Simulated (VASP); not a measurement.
AlGaN2: single point with r2SCAN

AlGaN2:

```
CELL_PARAMETERS angstrom
3.14088 0.00000 0.00000
0.00000 3.14088 0.00000
0.00000 0.00000 4.35748
ATOMIC_POSITIONS crystal
Al 0.50000 0.50000 0.50000
Ga 0.00000 0.00000 0.00000
N 0.50000 0.00000 0.73826
N 0.00000 0.50000 0.26174
```

This cell differs from its parent crystal: strain +0.000 along x and y, -0.015 along z.

```json
{
  "Program": "VASP 6.6.1",
  "Task": "single point",
  "Functional": "r2SCAN",
  "Potentials or basis": "VASP PAW PBE potentials, release 64 (Al, Ga_d, N_h)",
  "Cutoff": "1460 eV",
  "k mesh": "8 × 8 × 6",
  "Occupations": "gaussian, width 0.05 eV",
  "Spin": "no spin polarisation",
  "Dipole correction": "no",
  "Further INCAR settings": "ALGO = Normal; EDIFF = 1e-06; NBANDS = 21"
}
```

* Pressure: 3.0 GPa
* Largest force: 0.027 eV/Å
* Band gap on the k mesh: 3.49 eV

Forces on the atoms (eV/Å):
```
Al   0.000  0.000  0.000
Ga   0.000  0.000  0.000
N    0.000  0.000 -0.027
N    0.000  0.000  0.027
```

Stress tensor (GPa, compression positive):
```
2.34 0.00 0.00
0.00 2.34 0.00
0.00 0.00 4.34
```

Levels at points of the mesh, in eV from the valence-band top:
```csv
k point,band 10,band 11,band 12,band 13,band 14,band 15,band 16,band 17
"(0.00, 0.00, 0.00)",-2.49,-0.17,0.00,0.00,3.49,4.08,8.31,12.23
"(0.50, 0.00, 0.00)",-2.94,-2.84,-1.11,-0.72,7.86,7.89,8.70,9.20
"(0.50, 0.50, 0.00)",-2.32,-2.28,-2.28,-2.27,3.90,3.90,7.20,9.71
"(0.00, 0.00, 0.50)",-1.69,-1.69,-1.03,-1.03,5.93,6.13,8.80,10.10
"(0.50, 0.00, 0.50)",-1.09,-0.85,-0.59,-0.52,5.95,7.42,10.11,10.39
"(0.50, 0.50, 0.50)",-4.08,-3.37,-3.27,-3.27,6.94,6.94,9.80,11.73
```

Wall time 7.6 min on 1 thread of Intel(R) Xeon(R) Platinum 8488C (Sapphire Rapids), with other jobs on the host, peak memory 0.5 GiB.

Caveat: the cell differs from its parent crystal (strain +0.000 along x and y, -0.015 along z); the cell stands under pressure; the PAW data sets were made with another functional, which shifts forces and pressure a little. A k mesh can miss the band edges.
